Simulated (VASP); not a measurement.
# Cu (P6/mmm) in VASP: notebook, part 3 of 3

VASP 6.6.1. Earlier steps stand in the parts before.

**5. Single point, PBE (volume scaled by 0.78)**

Contents of INCAR:

```
ALGO = Normal ; EDIFF = 1E-6
ENCUT = 520 ; GGA = PE
ISIF = 2 ; ISMEAR = -1
LASPH = T ; LCHARG = T
LELF = T ; LREAL = F
LVHAR = T ; LWAVE = F
NBANDS = 24 ; NELM = 60
PREC = Accurate ; SIGMA = 0.08
```

Contents of KPOINTS:

```
k-points
0
Gamma
  9 9 12
```

Contents of POSCAR:

```
Cu
1.0
    3.8014433310      0.0000000000      0.0000000000
   -1.9007216654      3.2921464957      0.0000000000
    0.0000000000      0.0000000000      2.2763004694
Cu
3
Direct
    0.0000000000      0.0000000000      0.0000000000
    0.3333333333      0.6666666667      0.5000000000
    0.6666666667      0.3333333333      0.5000000000
```

Potentials or basis: VASP PAW PBE potentials, release 64 (Cu).

Launch:

```sh
$ cat potpaw_PBE.64/Cu/POTCAR > POTCAR
$ mpirun -np 1 vasp_std > vasp.out
```

OUTCAR:

```text
EDIFF = 1E-6
   ENCUT = 520
   GGA = PE
   ISIF = 2
   ISMEAR = -1
   LASPH = T
   LREAL = F
   NELM = 60
   PREC = Accurate

 ion  position               nearest neighbor table
   1  0.000  0.000  0.000-   2 2.47   3 2.47   2 2.47   3 2.47   2 2.47   2 2.47   3 2.47   3 2.47
                             3 2.47   3 2.47   2 2.47   2 2.47
   2  0.333  0.667  0.500-   3 2.19   3 2.19   3 2.19   1 2.47   1 2.47   1 2.47   1 2.47   1 2.47
                             1 2.47
   3  0.667  0.333  0.500-   2 2.19   2 2.19   2 2.19   1 2.47   1 2.47   1 2.47   1 2.47   1 2.47
                             1 2.47

  LATTYP: Found a hexagonal cell.
 ALAT       =     3.8014433310
 C/A-ratio  =     0.5987990011

  Lattice vectors:

 A1 = (   3.8014433310,   0.0000000000,   0.0000000000)
 A2 = (  -1.9007216654,   3.2921464957,   0.0000000000)
 A3 = (   0.0000000000,   0.0000000000,   2.2763004694)

Analysis of symmetry for initial positions (statically):
=====================================================================
 Subroutine PRICEL returns:
 Original cell was already a primitive cell.

 Routine SETGRP: Setting up the symmetry group for a
[... 167 lines left out ...]
  energy without entropy =       -9.69550136  energy(sigma->0) =       -9.70298405

 E-fermi :  10.6850     XC(G=0): -14.0372

 val. band max:       10.6501262835   @ k =   0.2222   0.1111   0.5000
 cond. band min:      10.7147571729   @ k =   0.3333   0.0000   0.5000
 fundamental gap:      0.0646308894
 Fermi energy:        10.6850125110

 k-point     1 :       0.0000    0.0000    0.0000
  band No.  band energies     occupation
      1      -0.5044      2.00000
      2       4.7217      2.00000
      3       5.9352      2.00000
      4       5.9352      2.00000
      5       5.9926      2.00000
      6       5.9926      2.00000
[... 637 lines left out ...]
     23      30.6750      0.00000
     24      30.7008      0.00000

 [... further k-points ...]

------------------------ aborting loop because EDIFF is reached ----------------------------------------

  FORCE on cell =-STRESS in cart. coord.  units (eV):
  Direction    XX          YY          ZZ          XY          YZ          ZX
  --------------------------------------------------------------------------------------
  -------------------------------------------------------------------------------------
  Total       11.2101571     11.2101571     11.1970855      0.0000000      0.0000000     -0.0000000
  in kB      630.4708640    630.4708640    629.7357016      0.0000000      0.0000000     -0.0000000
  external PRESSURE =     630.2258098 kB  Pullay stress =       0.0000000 kB

 VOLUME and BASIS-vectors are now :
 -----------------------------------------------------------------------------
  energy-cutoff  :      520.00
  volume of cell :       28.49
      direct lattice vectors                 reciprocal lattice vectors
     3.801443331  0.000000000  0.000000000     0.263057979  0.151876595  0.000000000
    -1.900721665  3.292146496  0.000000000     0.000000000  0.303753190  0.000000000
     0.000000000  0.000000000  2.276300469     0.000000000  0.000000000  0.439309315

 POSITION                                       TOTAL-FORCE (eV/Angst)
 -----------------------------------------------------------------------------------
      0.00000      0.00000      0.00000         0.000000      0.000000     -0.000000
     -0.00000      2.19476      1.13815         0.000000      0.000000     -0.000000
      1.90072      1.09738      1.13815        -0.000000      0.000000      0.000000
 -----------------------------------------------------------------------------------
    total drift:                                0.000000      0.000000     -0.000000

  FREE ENERGIE OF THE ION-ELECTRON SYSTEM (eV)
  ---------------------------------------------------
  free  energy   TOTEN  =        -9.7104667400 eV

  energy  without entropy=       -9.6955013615  energy(sigma->0) =       -9.70298405
```

OSZICAR:

```text
N       E                     dE             d eps       ncg     rms          rms(c)
DAV:   1     0.216863425305E+03    0.21686E+03   -0.14737E+04  4528   0.257E+03
DAV:   2     0.324086958787E+01   -0.21362E+03   -0.20138E+03  4040   0.355E+02
DAV:   3    -0.122323269174E+02   -0.15473E+02   -0.14763E+02  4616   0.134E+02
DAV:   4    -0.124805908465E+02   -0.24826E+00   -0.24811E+00  4792   0.211E+01
DAV:   5    -0.124847299457E+02   -0.41391E-02   -0.41390E-02  5216   0.260E+00    0.133E+01
DAV:   6    -0.102965119644E+02    0.21882E+01   -0.14313E+01  4512   0.997E+01    0.412E+00
DAV:   7    -0.977110279558E+01    0.52541E+00   -0.22284E+00  4968   0.481E+01    0.154E+00
DAV:   8    -0.974740570290E+01    0.23697E-01   -0.19001E-01  5800   0.181E+01    0.110E+00
DAV:   9    -0.971283026762E+01    0.34575E-01   -0.20395E-02  6928   0.484E+00    0.355E-01
DAV:  10    -0.971047418964E+01    0.23561E-02   -0.36090E-03  5488   0.132E+00    0.401E-02
DAV:  11    -0.971046667211E+01    0.75175E-05   -0.23684E-04  5624   0.192E-01    0.143E-02
DAV:  12    -0.971046698114E+01   -0.30903E-06   -0.10392E-05  5144   0.843E-02    0.378E-03
DAV:  13    -0.971046673999E+01    0.24115E-06   -0.13598E-06  3496   0.182E-02
   1 F= -.97104667E+01 E0= -.97029841E+01  d E =-.149654E-01
```

stdout:

```text
POSCAR found type information on POSCAR Cu
 POSCAR found :  1 types and       3 ions
 scaLAPACK will be used
 LDA part: xc-table for (Slater+PW92), standard interpolation
 POSCAR, INCAR and KPOINTS ok, starting setup
 FFT: planning ... GRIDC
 FFT: planning ... GRID_SOFT
 FFT: planning ... GRID
 WAVECAR not read
 entering main loop
```

Wall time 39 s (1 thread of Intel Xeon 6975P-C, shared host); peak memory 0.17 GiB.

What came out:

* Free energy: -9.7105 eV
* Pressure: 63.0 GPa

Levels at points of the mesh, in eV from the Fermi level:
```csv
k point,band 12,band 13,band 14,band 15,band 16,band 17,band 18,band 19,band 20,band 21
"(0.00, 0.00, 0.00)",-2.98,-2.92,-2.92,-1.81,-1.81,5.18,5.18,5.19,5.19,7.84
"(0.00, 0.00, 0.50)",-2.25,-2.01,-2.01,-1.40,-0.26,0.63,9.38,9.88,9.88,11.08
```

Caveat: the cell differs from its parent crystal (volume scaled by 0.78).

**6. Single point, PBE**

This run uses another cell than the first one, of 10.71 Å³/atom, 1.760 times its volume.

Contents of INCAR:

```
SYSTEM = Cu
ALGO = Normal
EDIFF = 1E-6
ENCUT = 520
GGA = PE
ISIF = 2
ISMEAR = -1
LASPH = .True.
LCHARG = .False.
LREAL = .False.
LWAVE = .False.
NBANDS = 24
NELM = 60
PREC = Accurate
SIGMA = 0.08
```

Contents of KPOINTS:

```
k-points
0
Gamma
  9 9 12
  0 0 0
```

Contents of POSCAR:

```
Cu
1.0
    3.9576709666      0.0000000000      0.0000000000
   -1.9788354833      3.4274435969      0.0000000000
    0.0000000000      0.0000000000      2.3693833322
Cu
3
Direct
    0.0000000000      0.0000000000      0.0000000000
    0.3333333333      0.6666666667      0.5000000000
    0.6666666667      0.3333333333      0.5000000000
```

Potentials or basis: VASP PAW PBE potentials, release 64 (Cu).

Launch:

```sh
$ cat potpaw_PBE.64/Cu/POTCAR > POTCAR
$ mpirun -np 1 vasp_std > vasp.out
```

It took 49 s on 1 thread of Intel Xeon 6975P-C, shared host; peak memory 0.18 GiB.

Results (log left out):

```
Free energy : -10.6612 eV
Pressure    : 24.4 GPa
```

Stress tensor (GPa, compression positive):
```
24.47  0.00  0.00
 0.00 24.47  0.00
 0.00  0.00 24.32
```

Levels at points of the mesh, in eV from the Fermi level:
```csv
k point,band 12,band 13,band 14,band 15,band 16,band 17,band 18,band 19,band 20,band 21
"(0.00, 0.00, 0.00)",-2.64,-2.59,-2.59,-1.68,-1.68,4.81,4.81,4.82,4.82,6.89
"(0.00, 0.00, 0.50)",-2.03,-1.84,-1.84,-1.33,-0.28,0.47,8.75,9.18,9.18,10.40
```

**7. The runs side by side**

| cell | gap on the mesh (eV) | pressure (GPa) |
| --- | --- | --- |
| a = 3.277, b = 3.277, c = 1.963 Å, angles 90.0, 90.0, 120.0°, 3 atoms | none | 522.6 |
| a = 3.801, b = 3.801, c = 2.276 Å, angles 90.0, 90.0, 120.0°, 3 atoms | none | 63.0 |
| a = 3.958, b = 3.958, c = 2.369 Å, angles 90.0, 90.0, 120.0°, 3 atoms | none | 24.4 |

Alike in all rows: task single point; level PBE; potentials or basis VASP PAW PBE potentials, release 64 (Cu); no spin polarisation; k mesh 9 × 9 × 12; cutoff (eV) 520; smearing fermi-dirac 0.08 eV.

Total energies depend on the potentials used, so only differences within one code and one set of settings carry meaning.
